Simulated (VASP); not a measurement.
# LiH (Fm-3m) in VASP: notebook

Runs on LiH. Level: LDA. Tasks: vibrations by perturbation theory, elastic constants.

Everything below comes from runs of VASP 6.6.1. Logs are shortened: lines on timing, memory, paths and dates and some standing lists are left out, and cuts for length are marked.

## Step 1: The cell of the first run

Symmetry: Fm-3m, No. 225, cubic system. Conventional cell: a = 3.909 Å, b = 3.909 Å, c = 3.909 Å, α = 90.00°, β = 90.00°, γ = 90.00°. Within 2.6 Å of Li (site symmetry m-3m) lie 6 H at 1.95 Å. H (site symmetry m-3m) has 6 Li at 1.95 Å within 2.6 Å.

## Step 2: Vibrations by perturbation theory, LDA

The input, INCAR:

```
ALGO     = Normal         # electronic algorithm
EDIFF    = 1E-8           # SCF threshold, eV
ENCUT    = 520            # plane-wave cutoff, eV
GGA      = CA             # functional
IBRION   = 8              # ionic algorithm
ISIF     = 2              # what is computed and relaxed
ISMEAR   = 0              # smearing method
LASPH    = T              # aspherical terms in the spheres
LCHARG   = F              # write CHGCAR
LEPSILON = T              # dielectric tensor by DFPT
LREAL    = F              # projectors in reciprocal space
LWAVE    = F              # write WAVECAR
NELM     = 80             # most SCF steps
NSW      = 1              # ionic steps
PREC     = Accurate       # precision mode
SIGMA    = 0.01           # smearing width, eV
```

The input, KPOINTS:

```
k-points
0
Gamma
  10 10 10
```

The input, POSCAR:

```
LiH
1.0
    0.0000000000      1.9544987986      1.9544987986
    1.9544987986      0.0000000000      1.9544987986
    1.9544987986      1.9544987986      0.0000000000
Li H
1 1
Direct
    0.0000000000      0.0000000000      0.0000000000
    0.5000000000      0.5000000000      0.5000000000
```

Potentials or basis: VASP PAW LDA potentials, release 64 (Li_sv, H).

Run with:

```
$ cat potpaw_LDA.64/Li_sv/POTCAR potpaw_LDA.64/H/POTCAR > POTCAR
$ mpirun -np 1 vasp_std > vasp.out
```

OUTCAR:

```text
EDIFF = 1E-8
   ENCUT = 520
   GGA = CA
   IBRION = 8
   ISIF = 2
   ISMEAR = 0
   LASPH = T
   LEPSILON = T
   LREAL = F
   NELM = 80
   NSW = 1
   PREC = Accurate

 ion  position               nearest neighbor table
   1  0.000  0.000  0.000-
   2  0.500  0.500  0.500-

  LATTYP: Found a face centered cubic cell.
 ALAT       =     3.9089975972

  Lattice vectors:

 A1 = (   0.0000000000,   1.9544987986,   1.9544987986)
 A2 = (   1.9544987986,   0.0000000000,   1.9544987986)
 A3 = (   1.9544987986,   1.9544987986,   0.0000000000)

Analysis of symmetry for initial positions (statically):
=====================================================================
 Subroutine PRICEL returns:
 Original cell was already a primitive cell.

 Routine SETGRP: Setting up the symmetry group for a
 face centered cubic supercell.

 Subroutine GETGRP returns: Found 48 space group operations
 (whereof 48 operations were pure point group operations)
 out of a pool of 48 trial point group operations.

The static configuration has the point symmetry O_h .

Analysis of symmetry for dynamics (positions and initial velocities):
=====================================================================
 Subroutine PRICEL returns:
 Original cell was already a primitive cell.

 Routine SETGRP: Setting up the symmetry group for a
 face centered cubic supercell.

 Subroutine GETGRP returns: Found 48 space group operations
 (whereof 48 operations were pure point group operations)
 out of a pool of 48 trial point group operations.

The dynamic configuration has the point symmetry O_h .

 Subroutine INISYM returns: Found 48 space group operations
 (whereof 48 operations are pure point group operations),
 and found     1 'primitive' translations

----------------------------------------------------------------------------------------

                                     Primitive cell

[... 444 lines left out ...]
     0.00000 -0.00393  0.00000
     0.00000  0.00000 -0.00393

 MACROSCOPIC STATIC DIELECTRIC TENSOR (including local field effects in DFT)
 ------------------------------------------------------
           5.071226     0.000000     0.000000
          -0.000000     5.071226     0.000000
          -0.000000    -0.000000     5.071226
 ------------------------------------------------------

 PIEZOELECTRIC TENSOR (including local field effects)  for field in x, y, z        (e  Angst)
          XX          YY          ZZ          XY          YZ          ZX
  --------------------------------------------------------------------------------
  x     0.00000     0.00000     0.00000     0.00000     0.00000     0.00000
  y     0.00000     0.00000     0.00000     0.00000     0.00000     0.00000
  z     0.00000     0.00000     0.00000     0.00000     0.00000     0.00000

 PIEZOELECTRIC TENSOR (including local field effects)  for field in x, y, z        (C/m^2)
          XX          YY          ZZ          XY          YZ          ZX
  --------------------------------------------------------------------------------
  x     0.00000     0.00000     0.00000     0.00000     0.00000     0.00000
  y     0.00000     0.00000     0.00000     0.00000     0.00000     0.00000
  z     0.00000     0.00000     0.00000     0.00000     0.00000     0.00000

 BORN EFFECTIVE CHARGES (including local field effects) (in |e|, cummulative output)
 ---------------------------------------------------------------------------------
 ion    1
    1     1.02969     0.00000     0.00000
    2     0.00000     1.02969    -0.00000
    3     0.00000    -0.00000     1.02969
 ion    2
    1    -1.02969     0.00000    -0.00000
    2     0.00000    -1.02969     0.00000
    3    -0.00000     0.00000    -1.02969

 INTERNAL STRAIN TENSOR FOR ION    2 for displacements in x,y,z  (eV/Angst):
          X           Y           Z          XY          YZ          ZX
  --------------------------------------------------------------------------------
  x     0.00000     0.00000     0.00000     0.00000     0.00000     0.00000
  y     0.00000     0.00000     0.00000     0.00000     0.00000     0.00000
  z     0.00000     0.00000     0.00000     0.00000     0.00000     0.00000

 SECOND DERIVATIVES (NOT SYMMETRIZED)
 ------------------------------------
               1X          1Y          1Z          2X          2Y          2Z
  1X    -1.359008    0.000000    0.000000    1.359008    0.000000    0.000000
  1Y     0.000000   -1.359008    0.000000    0.000000    1.359008    0.000000
  1Z     0.000000    0.000000   -1.359008    0.000000    0.000000    1.359008
  2X     1.360290    0.000000    0.000000   -1.360290    0.000000    0.000000
  2Y     0.000000    1.360290    0.000000    0.000000   -1.360290    0.000000
  2Z     0.000000    0.000000    1.360290    0.000000    0.000000   -1.360290

 Eigenvectors and eigenvalues of the dynamical matrix
 ----------------------------------------------------

   1 f  =   19.489390 THz   122.455451 2PiTHz  650.096085 cm-1    80.601606 meV
             X         Y         Z           dx          dy          dz
      0.000000  0.000000  0.000000     0.000000    0.000000   -0.353187
      1.954499  1.954499  1.954499     0.000000    0.000000    0.935553
[... 21 lines left out ...]
   6 f/i=    0.003037 THz     0.019081 2PiTHz    0.101299 cm-1     0.012560 meV
             X         Y         Z           dx          dy          dz
      0.000000  0.000000  0.000000     0.265441   -0.889571    0.116032
      1.954499  1.954499  1.954499     0.100208   -0.335828    0.043804

--------------------------------------------------------------------------------------------------------

 MACROSCOPIC STATIC DIELECTRIC TENSOR IONIC CONTRIBUTION
 ------------------------------------------------------
           9.449657     0.000000    -0.000000
          -0.000000     9.449657     0.000000
          -0.000000     0.000000     9.449657
 ------------------------------------------------------

 ELASTIC MODULI CONTR FROM IONIC RELAXATION (kBar)
 Direction    XX          YY          ZZ          XY          YZ          ZX
 --------------------------------------------------------------------------------
 XX           0.0000      0.0000      0.0000      0.0000      0.0000      0.0000
 YY           0.0000      0.0000      0.0000      0.0000      0.0000      0.0000
 ZZ           0.0000      0.0000      0.0000      0.0000      0.0000      0.0000
 XY           0.0000      0.0000      0.0000      0.0000      0.0000      0.0000
 YZ           0.0000      0.0000      0.0000      0.0000      0.0000      0.0000
 ZX           0.0000      0.0000      0.0000      0.0000      0.0000      0.0000
 --------------------------------------------------------------------------------

 PIEZOELECTRIC TENSOR IONIC CONTR  for field in x, y, z        (C/m^2)
          XX          YY          ZZ          XY          YZ          ZX
  --------------------------------------------------------------------------------
  x     0.00000     0.00000     0.00000     0.00000     0.00000     0.00000
  y     0.00000     0.00000     0.00000     0.00000     0.00000     0.00000
  z     0.00000     0.00000     0.00000     0.00000     0.00000     0.00000
```

It took 61 s on 1 thread of Intel Xeon Platinum 8259CL at 2.50GHz (Skylake/Cascade Lake), shared host; peak memory 0.15 GiB.

What came out:

| Quantity | Value |
| --- | --- |
| Electronic dielectric tensor (diagonal) | 5.07 |
| Born charges (mean of the diagonal) | Li +1.03; H -1.03 e |
| Highest phonon frequency at Γ | 650 cm⁻¹ |

Phonon frequencies in cm⁻¹ (negative: imaginary):
| q point | frequencies |
| --- | --- |
| (0.000, 0.000, 0.000) | 0 0 0 650 650 650 |

Electronic dielectric tensor:
```
5.07 0.00 0.00
0.00 5.07 0.00
0.00 0.00 5.07
```

Born effective charge tensors (e):
atom 1, Li
```
1.03 0.00 0.00
0.00 1.03 0.00
0.00 0.00 1.03
```
atom 2, H
```
-1.03  0.00  0.00
 0.00 -1.03  0.00
 0.00  0.00 -1.03
```

Caveat: the cutoff is under 1.25 times the usual one of these potentials, so pressure, stress and relaxed cells hold a basis-set (Pulay) error.

## Step 3: Elastic constants, LDA

The input, INCAR:

```
ALGO = Normal
EDIFF = 1E-8
ENCUT = 600
IBRION = 6
ISIF = 3
ISMEAR = 0
LASPH = T
LCHARG = T
LREAL = F
LWAVE = F
NELM = 100
NFREE = 2
NSW = 1
POTIM = 0.015
PREC = Accurate
SIGMA = 0.01
```

KPOINTS is that of step 2.

POSCAR is that of step 2.

Potentials or basis: VASP PAW LDA potentials, release 64 (Li_sv, H).

Run with:

```
$ cat potpaw_LDA.64/Li_sv/POTCAR potpaw_LDA.64/H/POTCAR > POTCAR
$ mpirun -np 1 vasp_std > vasp.out
```

OUTCAR:

```text
EDIFF = 1E-8
   ENCUT = 600
   IBRION = 6
   ISIF = 3
   ISMEAR = 0
   LASPH = T
   LREAL = F
   NELM = 100
   NFREE = 2
   NSW = 1
   POTIM = 0.015
   PREC = Accurate

 ion  position               nearest neighbor table
   1  0.000  0.000  0.000-
   2  0.500  0.500  0.500-

  LATTYP: Found a face centered cubic cell.
 ALAT       =     3.9089975972

  Lattice vectors:

 A1 = (   0.0000000000,   1.9544987986,   1.9544987986)
 A2 = (   1.9544987986,   0.0000000000,   1.9544987986)
 A3 = (   1.9544987986,   1.9544987986,   0.0000000000)

Analysis of symmetry for initial positions (statically):
=====================================================================
 Subroutine PRICEL returns:
 Original cell was already a primitive cell.

 Routine SETGRP: Setting up the symmetry group for a
 face centered cubic supercell.

 Subroutine GETGRP returns: Found 48 space group operations
 (whereof 48 operations were pure point group operations)
 out of a pool of 48 trial point group operations.

The static configuration has the point symmetry O_h .

Analysis of symmetry for dynamics (positions and initial velocities):
[... 583 lines left out ...]
  -------------------------------------------------------------------------------------
  Total       -0.0179405     -0.0203948     -0.0203948      0.0000000      0.0000000      0.0000000
  in kB       -1.9249066     -2.1882357     -2.1882357      0.0000000      0.0000000      0.0000000
  external PRESSURE =      -2.1004593 kB  Pullay stress =       0.0000000 kB
[... 17 lines left out ...]
  FREE ENERGIE OF THE ION-ELECTRON SYSTEM (eV)
  ---------------------------------------------------
  free  energy   TOTEN  =        -6.4961957838 eV

  energy  without entropy=       -6.4961957838  energy(sigma->0) =       -6.49619578

 INTERNAL STRAIN TENSORS FROM STRAINED CELLS
 ============================================

 INTERNAL STRAIN TENSOR FOR ION    1 for displacements in x,y,z  (eV/Angst):
          X           Y           Z          XY          YZ          ZX
  --------------------------------------------------------------------------------
  x     0.00000     0.00000     0.00000    -0.00000     0.00000     0.00000
  y     0.00000     0.00000     0.00000     0.00000     0.00000    -0.00000
  z     0.00000    -0.00000    -0.00000    -0.00000     0.00000    -0.00000

 INTERNAL STRAIN TENSORS FROM DISPLACED ATOMS
 ============================================

 INTERNAL STRAIN TENSOR FOR ION    1 for displacements in x,y,z  (eV/Angst):
          X           Y           Z          XY          YZ          ZX
  --------------------------------------------------------------------------------
  x     0.00000     0.00000     0.00000     0.00000     0.00000     0.00000
  y     0.00000     0.00000     0.00000     0.00000     0.00000     0.00000
  z     0.00000     0.00000     0.00000     0.00000     0.00000     0.00000

 INTERNAL STRAIN TENSOR FOR ION    2 for displacements in x,y,z  (eV/Angst):
          X           Y           Z          XY          YZ          ZX
  --------------------------------------------------------------------------------
  x     0.00000     0.00000     0.00000     0.00000     0.00000     0.00000
  y     0.00000     0.00000     0.00000     0.00000     0.00000     0.00000
  z     0.00000     0.00000     0.00000     0.00000     0.00000     0.00000

 Eigenvectors and eigenvalues of the dynamical matrix
 ----------------------------------------------------

   1 f  =   19.523373 THz   122.668968 2PiTHz  651.229613 cm-1    80.742145 meV
             X         Y         Z           dx          dy          dz
      0.000000  0.000000  0.000000     0.000000    0.353637    0.000000
      1.954499  1.954499  1.954499     0.000000   -0.935383    0.000000
[... 21 lines left out ...]
   6 f/i=    0.006345 THz     0.039865 2PiTHz    0.211634 cm-1     0.026239 meV
             X         Y         Z           dx          dy          dz
      0.000000  0.000000  0.000000     0.000000   -0.935383    0.000000
      1.954499  1.954499  1.954499     0.000000   -0.353637    0.000000

--------------------------------------------------------------------------------------------------------

 ELASTIC MODULI CONTR FROM IONIC RELAXATION (kBar)
 Direction    XX          YY          ZZ          XY          YZ          ZX
 --------------------------------------------------------------------------------
 XX           0.0000      0.0000      0.0000      0.0000      0.0000      0.0000
 YY           0.0000      0.0000      0.0000      0.0000      0.0000      0.0000
 ZZ           0.0000      0.0000      0.0000      0.0000      0.0000      0.0000
 XY           0.0000      0.0000      0.0000      0.0000      0.0000      0.0000
 YZ           0.0000      0.0000      0.0000      0.0000      0.0000      0.0000
 ZX           0.0000      0.0000      0.0000      0.0000      0.0000      0.0000
 --------------------------------------------------------------------------------

 TOTAL ELASTIC MODULI (kBar)
 Direction    XX          YY          ZZ          XY          YZ          ZX
 --------------------------------------------------------------------------------
 XX        1009.0450     94.4538     94.4538      0.0000     -0.0000     -0.0000
 YY          94.4538   1009.0450     94.4538      0.0000      0.0000      0.0000
 ZZ          94.4538     94.4538   1009.0450     -0.0000      0.0000     -0.0000
 XY           0.0000      0.0000     -0.0000    514.0979      0.0000      0.0000
 YZ          -0.0000      0.0000      0.0000      0.0000    514.0979      0.0000
 ZX          -0.0000      0.0000     -0.0000      0.0000      0.0000    514.0979
 --------------------------------------------------------------------------------
```

stdout:

```text
POSCAR found type information on POSCAR LiH
 POSCAR found :  2 types and       2 ions
 scaLAPACK will be used
 LDA part: xc-table for (Slater(with rela. corr.)+CA(PZ))
 , standard interpolation
 POSCAR, INCAR and KPOINTS ok, starting setup
 FFT: planning ... GRIDC
 FFT: planning ... GRID_SOFT
 FFT: planning ... GRID
 WAVECAR not read
 entering main loop
 Found     2 degrees of freedom:
 Adding 6 more for cell shape distortion
 Finite differences POTIM= 0.01500 DOF=   8
 bond charge predicted
 Finite differences progress:
 bond charge predicted
 Finite differences progress:
 bond charge predicted
 Finite differences progress:
 bond charge predicted
 Finite differences progress:
 bond charge predicted
 Finite differences progress:
 bond charge predicted
 Finite differences progress:
 bond charge predicted
 Finite differences progress:
 bond charge predicted
 Finite differences progress:
 bond charge predicted
 Finite differences progress:
 bond charge predicted
 Finite differences progress:
 bond charge predicted
 Finite differences progress:
 bond charge predicted
 Finite differences progress:
 bond charge predicted
 Finite differences progress:
 bond charge predicted
 Finite differences progress:
 bond charge predicted
 Finite differences progress:
 bond charge predicted
 Finite differences progress:
```

Run time: 86 s. Hardware: 1 thread of Intel Xeon Platinum 8259CL at 2.50GHz (Skylake/Cascade Lake), shared host; peak memory 0.17 GiB.

What came out:

```yaml
Elastic_constants_C11_C12_C44: 101, 9, 51 GPa
Voigt_bulk_modulus: 40 GPa
Highest_phonon_frequency_at_Γ: 651 cm⁻¹
```

Phonon frequencies in cm⁻¹ (negative: imaginary):
```
              q point        frequencies
(0.000, 0.000, 0.000)  0 0 0 651 651 651
```

Elastic tensor in Voigt notation (GPa, in the Cartesian axes of the cell as first typed):
```
101   9   9   0   0   0
  9 101   9   0   0   0
  9   9 101   0   0   0
  0   0   0  51   0   0
  0   0   0   0  51   0
  0   0   0   0   0  51
```

Clamped-ion elastic tensor (GPa):
```
101   9   9   0   0   0
  9 101   9   0   0   0
  9   9 101   0   0   0
  0   0   0  51   0   0
  0   0   0   0  51   0
  0   0   0   0   0  51
```

Caveat: the cutoff is under 1.25 times the usual one of these potentials, so pressure, stress and relaxed cells hold a basis-set (Pulay) error.
